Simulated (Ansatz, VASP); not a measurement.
## One calculation of CdSe, two programs

Contents of POSCAR:

```
CdSe
1.0
    0.0000000000      2.4498034341      2.4498034341
    2.4498034341      0.0000000000      2.4498034341
    2.4498034341      2.4498034341      0.0000000000
Cd Se
1 1
Direct
    0.0000000000      0.0000000000      0.0000000000
    0.5000000000      0.5000000000      0.5000000000
```

File INCAR.step1:

```
PREC = Accurate ; ENCUT = 520
ISMEAR = -1 ; SIGMA = 0.05
LREAL = F ; LASPH = T
NELM = 60 ; NBANDS = 16
GGA = PE ; ALGO = Normal
EDIFF = 1E-4 ; LWAVE = T
LCHARG = F
```

Contents of INCAR.step2:

```
PREC = Accurate ; ENCUT = 520
EDIFF = 1E-6 ; ISMEAR = -1
SIGMA = 0.05 ; LREAL = F
LASPH = T ; NELM = 60
ALGO = Normal ; ISIF = 2
LWAVE = F ; LCHARG = F
METAGGA = R2SCAN ; LMIXTAU = T
NBANDS = 16 ; ISTART = 1
```

The input KPOINTS:

```
Automatic mesh
0
Gamma
  12 12 12
```

Input for Ansatz:

```yaml
crystal:
  lattice:
    - [0.0, 2.4498034341, 2.4498034341]
    - [2.4498034341, 0.0, 2.4498034341]
    - [2.4498034341, 2.4498034341, 0.0]
  atoms:
    - { symbol: Cd, position: [0.0, 0.0, 0.0] }
    - { symbol: Se, position: [0.5, 0.5, 0.5] }
kpoints:
  mp_grid: { grid: [12, 12, 12] }
  band_path:
    path:
      - [0.0, 0.0, 0.0]
      - [0.5, 0.0, 0.5]
      - [0.625, 0.25, 0.625]
      - [0.375, 0.375, 0.75]
      - [0.0, 0.0, 0.0]
      - [0.5, 0.5, 0.5]
      - [0.5, 0.25, 0.75]
      - [0.5, 0.0, 0.5]
    npoints: 8
scf:
  occupations: { method: fermi_dirac, width: 0.05 }
hamiltonian:
  xc: r2scan
  pseudopotentials: { kind: paw }
output:
  forces: true
  stress: true
  eigenvalues: true
  populations: true
  dos: { projected: true, de: 0.2, e_range: [-14, 8] }
```

Change from the starting cell: volume scaled by 0.64, PAW files.

Alike in both runs: task single point; functional r2SCAN; k mesh 12 × 12 × 12; occupations fermi-dirac, width 0.05 eV; no spin polarisation.

|  | VASP | Ansatz |
| --- | --- | --- |
| version | VASP 6.6.1 | Ansatz 0.2.0 |
| potentials or method | VASP PAW PBE potentials, release 64 (Cd, Se) | PAW with Ansatz's default frozen-core files, scalar-relativistic |
| plane-wave cutoff (eV) | 520 | 500 |
| valence electrons in the cell | 18 | 36 |

VASP gave:

* pressure (GPa): 91.5

Q: Estimate Ansatz's values.

A: Pressure (GPa): 88.2.

VASP's potentials were made for PBE, not for r2SCAN. Both programs put the cell under a high pressure, so it lies far from rest at this level. VASP's potentials hold 18 valence electrons a cell and Ansatz's 36, so a difference there can come from the potentials and not from the codes.

Noted on VASP's run: the cell as given lies far from equilibrium.
